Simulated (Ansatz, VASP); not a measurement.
**Two plane-wave programs on Al**

File INCAR:

```
SYSTEM = Al
ALGO = Normal
EDIFF = 1E-7
ENCUT = 520
GGA = PS
ISIF = 2
ISMEAR = 0
LASPH = .TRUE.
LCHARG = .TRUE.
LELF = .TRUE.
LREAL = .FALSE.
LVHAR = .TRUE.
LWAVE = .FALSE.
NBANDS = 8
NELM = 60
PREC = Accurate
SIGMA = 0.15
```

Contents of KPOINTS:

```
k-points
0
G
  20 20 20
  0 0 0
```

The input POSCAR:

```
Al
1.0
    0.0000000000      1.9936203000      2.0239800000
    1.9936203000      0.0000000000      2.0239800000
    1.9936203000      1.9936203000      0.0000000000
Al
1
Direct
    0.0000000000      0.0000000000      0.0000000000
```

Input for Ansatz:

```yaml
crystal:
  lattice:
    - [0.0, 1.9936203, 2.02398]
    - [1.9936203, 0.0, 2.02398]
    - [1.9936203, 1.9936203, 0.0]
  atoms:
    - { symbol: Al, position: [0.0, 0.0, 0.0] }
basis:
  ecutwfc: 420
kpoints:
  mp_grid: { grid: [20, 20, 20] }
hamiltonian:
  xc: pbesol
scf:
  occupations: { method: gaussian, width: 0.15 }
output:
  forces: true
  stress: true
  eigenvalues: true
```

Change from the starting cell: strain -0.015 along x and y, +0.000 along z, atoms carried along.

Alike in both runs: task single point; functional PBEsol; k mesh 20 × 20 × 20; occupations gaussian, width 0.15 eV; no spin polarisation.

|  | VASP | Ansatz |
| --- | --- | --- |
| version | VASP 6.6.1 | Ansatz 0.2.0 |
| potentials or method | VASP PAW PBE potentials, release 64 (Al), cutoff 520 eV | scalar-relativistic, plane waves, PAW |
| valence electrons in the cell | 3 | 3 |

|  | VASP | Ansatz | Ansatz less VASP |
| --- | --- | --- | --- |
| gap on the k mesh at the Fermi level (eV) | none | none | - |
| pressure (GPa) | 0.5 | 0.4 | -0.06 |
| traceless stress, the component that is largest in VASP (GPa) | -0.34 | -0.34 | +0.002 |

VASP's potentials were made for PBE, not for PBEsol. A gap of «none» marks a metal or a gap that the smearing closes.
